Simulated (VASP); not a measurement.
# NaCl (Cm) in VASP: single point with PBEsol

Aim: the single point of NaCl with PBEsol.

Everything below comes from runs of VASP 6.6.1. Logs are shortened: lines on timing, memory, paths and dates and some standing lists are left out, and cuts for length are marked.

## (1) The cell of the first run

The structure is monoclinic, space group Cm (No. 8). Conventional cell: a = 5.663 Å, b = 5.663 Å, c = 4.005 Å, α = 90.00°, β = 135.00°, γ = 90.00°. Na (site symmetry m) has 4 Cl at 2.25 to 2.91 Å within 3.0 Å. Within 3.0 Å of Cl (site symmetry m) lie 4 Na at 2.25 to 2.91 Å.

## (2) Single point, PBEsol (atom 1 (Na) moved by (-0.600, -0.300) A along y and z)

INCAR reads:

```
ALGO = Normal ; EDIFF = 1E-6
ENCUT = 520 ; GGA = PS
ISIF = 2 ; ISMEAR = 0
LASPH = T ; LCHARG = T
LELF = T ; LREAL = F
LVHAR = T ; LWAVE = F
NBANDS = 14 ; NELM = 80
PREC = Accurate ; SIGMA = 0.05
```

KPOINTS reads:

```
k-points
0
Gamma
  8 8 8
```

POSCAR reads:

```
NaCl
1.0
    0.0000000000      2.8317500000      2.8317500000
    2.8317500000      0.0000000000      2.8317500000
    2.8317500000      2.8317500000      0.0000000000
Na Cl
1 1
Direct
   -0.1589123334      0.0529707778     -0.0529707778
    0.5000000000      0.5000000000      0.5000000000
```

Potentials or basis: VASP PAW PBE potentials, release 64 (Na_pv, Cl).

The run is started by

```bash
cat potpaw_PBE.64/Na_pv/POTCAR potpaw_PBE.64/Cl/POTCAR > POTCAR
mpirun -np 1 vasp_std > vasp.out
```

OUTCAR:

```text
EDIFF = 1E-6
   ENCUT = 520
   GGA = PS
   ISIF = 2
   ISMEAR = 0
   LASPH = T
   LREAL = F
   NELM = 80
   PREC = Accurate

 ion  position               nearest neighbor table
   1  0.841  0.053  0.947-   2 2.25   2 2.60
   2  0.500  0.500  0.500-   1 2.25   1 2.60

  LATTYP: Found a face centered cubic cell.
 ALAT       =     5.6635000000

  Lattice vectors:

 A1 = (   0.0000000000,   2.8317500000,   2.8317500000)
 A2 = (   2.8317500000,   0.0000000000,   2.8317500000)
 A3 = (   2.8317500000,   2.8317500000,   0.0000000000)

Analysis of symmetry for initial positions (statically):
=====================================================================
 Subroutine PRICEL returns:
 Original cell was already a primitive cell.

 Routine SETGRP: Setting up the symmetry group for a
 face centered cubic supercell.

 Subroutine GETGRP returns: Found  2 space group operations
 (whereof  2 operations were pure point group operations)
 out of a pool of 48 trial point group operations.

The static configuration has the point symmetry C_1h.

Analysis of symmetry for dynamics (positions and initial velocities):
=====================================================================
 Subroutine PRICEL returns:
 Original cell was already a primitive cell.

 Routine SETGRP: Setting up the symmetry group for a
 face centered cubic supercell.

 Subroutine GETGRP returns: Found  2 space group operations
 (whereof  2 operations were pure point group operations)
 out of a pool of 48 trial point group operations.

The dynamic configuration has the point symmetry C_1h.

 Subroutine INISYM returns: Found  2 space group operations
 (whereof  2 operations are pure point group operations),
 and found     1 'primitive' translations

----------------------------------------------------------------------------------------

                                     Primitive cell

  volume of cell :      45.4145

  direct lattice vectors                    reciprocal lattice vectors
     0.000000000  2.831750000  2.831750000    -0.176569259  0.176569259  0.176569259
     2.831750000  0.000000000  2.831750000     0.176569259 -0.176569259  0.176569259
     2.831750000  2.831750000  0.000000000     0.176569259  0.176569259 -0.176569259

  length of vectors
     4.004699255  4.004699255  4.004699255     0.305826928  0.305826928  0.305826928

  position of ions in fractional coordinates (direct lattice)
     0.841087667  0.052970778  0.947029222
     0.500000000  0.500000000  0.500000000

  ion indices of the primitive-cell ions
   primitive index   ion index
                 1           1
                 2           2

----------------------------------------------------------------------------------------

 KPOINTS: k-points

Automatic generation of k-mesh.
 Grid dimensions read from file:
 generate k-points for:    8    8    8

 Generating k-lattice:

  Cartesian coordinates                     Fractional coordinates (reciprocal lattice)
    -0.022071157  0.022071157  0.022071157     0.125000000  0.000000000  0.000000000
     0.022071157 -0.022071157  0.022071157     0.000000000  0.125000000  0.000000000
     0.022071157  0.022071157 -0.022071157     0.000000000  0.000000000  0.125000000

  Length of vectors
     0.038228366  0.038228366  0.038228366

  Shift w.r.t. Gamma in fractional coordinates (k-lattice)
     0.000000000  0.000000000  0.000000000

 Subroutine IBZKPT returns following result:
 ===========================================

 Found    150 irreducible k-points:

 Following reciprocal coordinates:
            Coordinates               Weight
  0.000000  0.000000  0.000000      1.000000
  0.125000  0.000000  0.000000      4.000000
  0.000000  0.125000  0.000000      4.000000
  0.250000  0.000000  0.000000      4.000000
  0.000000  0.250000  0.000000      4.000000
  0.375000  0.000000  0.000000      4.000000
[... 16 lines left out ...]
  0.375000  0.250000  0.375000      4.000000
  0.250000 -0.125000 -0.125000      4.000000
 [... further k-points ...]
   k-points           NKPTS =    150   k-points in BZ     NKDIM =    150   number of bands    NBANDS=     14
   number of dos      NEDOS =    301   number of ions     NIONS =      2
   total plane-waves  NPLWV =  27000
   dimension x,y,z NGX =    30 NGY =   30 NGZ =   30
   dimension x,y,z NGXF=    60 NGYF=   60 NGZF=   60
   ions per type =               1   1
   NGX,Y,Z   is equivalent  to a cutoff of  12.45, 12.45, 12.45 a.u.
   NGXF,Y,Z  is equivalent  to a cutoff of  24.91, 24.91, 24.91 a.u.
 SYSTEM =  unknown system
   PREC   = accura    normal or accurate (medium, high low for compatibility)
   ISTART =      0    job   : 0-new  1-cont  2-samecut
   ICHARG =      2    charge: 1-file 2-atom 10-const
   ISPIN  =      1    spin polarized calculation?
   LNONCOLLINEAR =      F non collinear calculations
   LSORBIT =      F    spin-orbit coupling
   LASPH  =      T    aspherical Exc in radial PAW
   ENCUT  =  520.0 eV  38.22 Ry    6.18 a.u.   7.45  7.45  7.45*2*pi/ulx,y,z
   NELM   =     80;   NELMIN=  2; NELMDL= -5     # of ELM steps
   EDIFF  = 0.1E-05   stopping-criterion for ELM
   LREAL  =      F    real-space projection
   EDIFFG = 0.1E-04   stopping-criterion for IOM
   NSW    =      0    number of steps for IOM
   IBRION =     -1    ionic relax: 0-MD 1-quasi-New 2-CG
   NFREE  =      0    steps in history (QN), initial steepest desc. (CG)
   ISIF   =      2    stress and relaxation
   ISYM   =      2    0-nonsym 1-usesym 2-fastsym
   POTIM  = 0.5000    time-step for ionic-motion
   TEBEG  =    0.0;   TEEND  =   0.0 temperature during run
   PSTRESS=    0.0 pullay stress
   NELECT =      14.0000    total number of electrons
   NUPDOWN=      -1.0000    fix difference up-down
   EMIN   =  10.00;   EMAX   =-10.00  energy-range for DOS
   EFERMI =   0.00;   METHOD = LEGACY
   ISMEAR =     0;   SIGMA  =   0.05  broadening in eV -4-tet -1-fermi 0-gaus
   EFERMI_NEDOS =   21; number of points for ismear=-14 and -15
   IALGO  =     38    algorithm
   IMIX   =      4    mixing-type and parameters
     AMIX     =   0.40;   BMIX     =  1.00
     AMIX_MAG =   1.60;   BMIX_MAG =  1.00
  volume/ion in A,a.u.               =      22.71       153.24
  Fermi-wavevector in a.u.,A,eV,Ry     =   1.105909  2.089864 16.640388  1.223034
  Thomas-Fermi vector in A             =   2.242402
   LORBIT       =      0    0 simple, 1 ext, 2 COOP (PROOUT), +10 PAW based schemes
   GGA     = PS    functional components
   LHFCALC =     F    Hartree Fock is set to
   AEXX    =    0.0000 exact exchange contribution
   IVDW    =     0    specifies the selected vdW correction
   LEPSILON=     F    determine dielectric tensor
   LRPA    =     F    only Hartree local field effects (RPA)
 non-spin polarized calculation
 Gauss-broadening in eV      SIGMA  =   0.05
  energy-cutoff  :      520.00
  volume of cell :       45.41
 maximum number of plane-waves:      1243
 NGX is ok and might be reduce to    30
   NGX = 15   NGY = 15   NGZ = 15

 number of electron      13.9999999 magnetization

 Free energy of the ion-electron system (eV)
  ---------------------------------------------------
  ext. energy  EPLUGINS =         0.00000000
  ---------------------------------------------------
  free energy    TOTEN  =        -6.55213589 eV

  energy without entropy =       -6.55213589  energy(sigma->0) =       -6.55213589

 E-fermi :  -0.6477     XC(G=0):  -8.1982

 val. band max:       -0.9051047811   @ k =   0.0000   0.0000   0.0000
 cond. band min:       4.0194659747   @ k =   0.0000   0.0000   0.0000
 fundamental gap:      4.9245707558
 Fermi energy:        -0.6476984803

 k-point     1 :       0.0000    0.0000    0.0000
  band No.  band energies     occupation
      1     -21.4866      2.00000
      2     -21.4267      2.00000
      3     -21.4224      2.00000
      4     -13.5110      2.00000
      5      -1.0226      2.00000
      6      -0.9169      2.00000
      7      -0.9051      2.00000
      8       4.0195      0.00000
      9      10.0963      0.00000
     10      10.3476      0.00000
     11      10.5085      0.00000
     12      12.5440      0.00000
     13      13.0718      0.00000
     14      13.3205      0.00000

 k-point     2 :       0.1250    0.0000    0.0000
  band No.  band energies     occupation
      1     -21.4889      2.00000
      2     -21.4282      2.00000
      3     -21.4237      2.00000
      4     -13.4664      2.00000
      5      -1.2702      2.00000
      6      -1.0542      2.00000
      7      -0.9441      2.00000
      8       4.5131      0.00000
      9       9.7402      0.00000
     10      10.2789      0.00000
     11      10.5639      0.00000
     12      12.2211      0.00000
     13      12.6651      0.00000
     14      14.4174      0.00000

 k-point     3 :       0.0000    0.1250    0.0000
  band No.  band energies     occupation
      1     -21.4898      2.00000
      2     -21.4293      2.00000
      3     -21.4236      2.00000
      4     -13.4626      2.00000
      5      -1.3415      2.00000
      6      -0.9794      2.00000
      7      -0.9274      2.00000
      8       4.4949      0.00000
      9       9.5345      0.00000
     10      10.4207      0.00000
     11      10.6576      0.00000
     12      12.1955      0.00000
     13      12.7998      0.00000
     14      14.2319      0.00000
[... 324 lines left out ...]
 k-point    23 :       0.3750    0.2500    0.3750
  band No.  band energies     occupation
      1     -21.5045      2.00000
      2     -21.4346      2.00000
      3     -21.4278      2.00000
      4     -13.2491      2.00000
      5      -2.3433      2.00000
      6      -1.2986      2.00000
      7      -1.1737      2.00000
      8       6.2756      0.00000
      9       8.6213      0.00000
     10       9.9093      0.00000
     11      10.7070      0.00000
     12      12.6703      0.00000
     13      14.0163      0.00000
     14      14.8465      0.00000

 k-point    24 :       0.2500   -0.1250   -0.1250
  band No.  band energies     occupation
      1     -21.4991      2.00000
      2     -21.4372      2.00000
      3     -21.4283      2.00000
      4     -13.2542      2.00000
      5      -2.3537      2.00000
      6      -1.2767      2.00000
      7      -1.1977      2.00000
      8       6.4272      0.00000
      9       8.5606      0.00000
     10       9.6790      0.00000
     11      10.6175      0.00000
     12      12.7484      0.00000
     13      14.2018      0.00000
     14      15.0520      0.00000

 [... further k-points ...]
[... 5 lines left out ...]
  --------------------------------------------------------------------------------------
  -------------------------------------------------------------------------------------
  Total       -0.4143520      4.1727308      0.3729108      0.0000000     -0.7684881      0.0000000
  in kB      -14.6179118    147.2096326     13.1559067      0.0000000    -27.1114646      0.0000000
  external PRESSURE =      48.5825425 kB  Pullay stress =       0.0000000 kB

 VOLUME and BASIS-vectors are now :
 -----------------------------------------------------------------------------
  energy-cutoff  :      520.00
  volume of cell :       45.41
      direct lattice vectors                 reciprocal lattice vectors
     0.000000000  2.831750000  2.831750000    -0.176569259  0.176569259  0.176569259
     2.831750000  0.000000000  2.831750000     0.176569259 -0.176569259  0.176569259
     2.831750000  2.831750000  0.000000000     0.176569259  0.176569259 -0.176569259

 POSITION                                       TOTAL-FORCE (eV/Angst)
 -----------------------------------------------------------------------------------
      2.83175      5.06350      2.53175         0.000000      2.035574      0.086283
      2.83175      2.83175      2.83175         0.000000     -2.035574     -0.086283
 -----------------------------------------------------------------------------------
    total drift:                               -0.000003      0.000133     -0.000054

  FREE ENERGIE OF THE ION-ELECTRON SYSTEM (eV)
  ---------------------------------------------------
  free  energy   TOTEN  =        -6.5521358923 eV

  energy  without entropy=       -6.5521358923  energy(sigma->0) =       -6.55213589
```

Run time: 83 s. Hardware: 1 thread of Intel Xeon Platinum 8259CL at 2.50GHz (Skylake/Cascade Lake), shared host; peak memory 0.22 GiB.

What came out:

```yaml
Free_energy: -6.5521 eV
Pressure: 4.9 GPa
Largest_force: 2.037 eV/Å
Band_gap_on_the_k_mesh: 4.92 eV
```

Forces on the atoms (eV/Å):
```
Na   0.000  2.036  0.086
Cl   0.000 -2.036 -0.086
```

Stress tensor (GPa, compression positive):
```
-1.46  0.00  0.00
 0.00 14.72 -2.71
 0.00 -2.71  1.32
```

Caveat: the cell differs from its parent crystal (atom 1 (Na) moved by (-0.600, -0.300) A along y and z); the stress differs along the axes, from -1 to 15 GPa; the PAW data sets were made with another functional, which shifts forces and pressure a little. A k mesh can miss the band edges.
